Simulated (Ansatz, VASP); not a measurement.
BP in VASP and in Ansatz

File INCAR:

```
SYSTEM = BP
ALGO = Normal
EDIFF = 1E-7
ENCUT = 520
GGA = PE
ISIF = 2
ISMEAR = 0
LASPH = .True.
LCHARG = .False.
LREAL = .False.
LWAVE = .False.
NBANDS = 11
NELM = 60
PREC = Accurate
SIGMA = 0.05
```

File KPOINTS:

```
k-points
0
Gamma
  10 10 10
  0 0 0
```

The input POSCAR:

```
BP
1.0
    0.0000000000      2.1782400000      2.4505200000
    2.1782400000      0.0000000000      2.4505200000
    2.1782400000      2.1782400000      0.0000000000
B P
1 1
Direct
    0.0000000000      0.0000000000      0.0000000000
    0.7500000000      0.7500000000      0.7500000000
```

Input for Ansatz:

```yaml
crystal:
  lattice:
    - [0.0, 2.17824, 2.45052]
    - [2.17824, 0.0, 2.45052]
    - [2.17824, 2.17824, 0.0]
  atoms:
    - { symbol: B, position: [0.0, 0.0, 0.0] }
    - { symbol: P, position: [0.75, 0.75, 0.75] }
basis:
  ecutwfc: 420
kpoints:
  mp_grid: { grid: [10, 10, 10] }
hamiltonian:
  xc: pbe
scf:
  occupations: { method: gaussian, width: 0.05 }
output:
  forces: true
  stress: true
  eigenvalues: true
```

Change from the starting cell: strain -0.040 along x and y, +0.080 along z, atoms carried along.

Alike in both runs: task single point; functional PBE; k mesh 10 × 10 × 10; occupations gaussian, width 0.05 eV; no spin polarisation.

|  | VASP | Ansatz |
| --- | --- | --- |
| version | VASP 6.6.1 | Ansatz 0.2.0 |
| potentials or method | VASP PAW PBE potentials, release 64 (B, P), cutoff 520 eV | scalar-relativistic, plane waves, PAW |
| valence electrons in the cell | 8 | 8 |

```csv
,VASP,Ansatz,Ansatz less VASP
gap on the k mesh at the Fermi level (eV),0.33,0.34,+0.005
least direct gap on the mesh (eV),2.83,2.83,+0.005
pressure (GPa),1.5,1.8,+0.23
"traceless stress, the component that is largest in VASP (GPa)",-24.38,-24.35,+0.034
```

With one functional, cell and mesh, what is left measures potentials, basis and numerics.
